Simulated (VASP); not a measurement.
Here is a VASP 6.6.1 calculation.

INCAR

```
PREC = Accurate
ENCUT = 520
EDIFF = 1E-6
ISMEAR = 0
SIGMA = 0.005
LREAL = False
LASPH = True
NELM = 80
ALGO = Normal
ISIF = 2
LWAVE = False
LCHARG = False
NBANDS = 12
```

The input KPOINTS:

```
Automatic mesh
0
Gamma
  9 9 9
```

The input POSCAR:

```
Ag
1.0
   -1.6556540000      1.6556540000      1.6556540000
    1.6556540000     -1.6556540000      1.6556540000
    1.6556540000      1.6556540000     -1.6556540000
Ag
1
Direct
    0.0000000000      0.0000000000      0.0000000000
```

Potentials or basis: VASP PAW LDA potentials, release 64 (Ag).

Launch:

```bash
$ cat potpaw_LDA.64/Ag/POTCAR > POTCAR
$ mpirun -np 1 vasp_std > vasp.out
```

(1) Predict the pressure.

Results:

(1) -11.3 GPa.
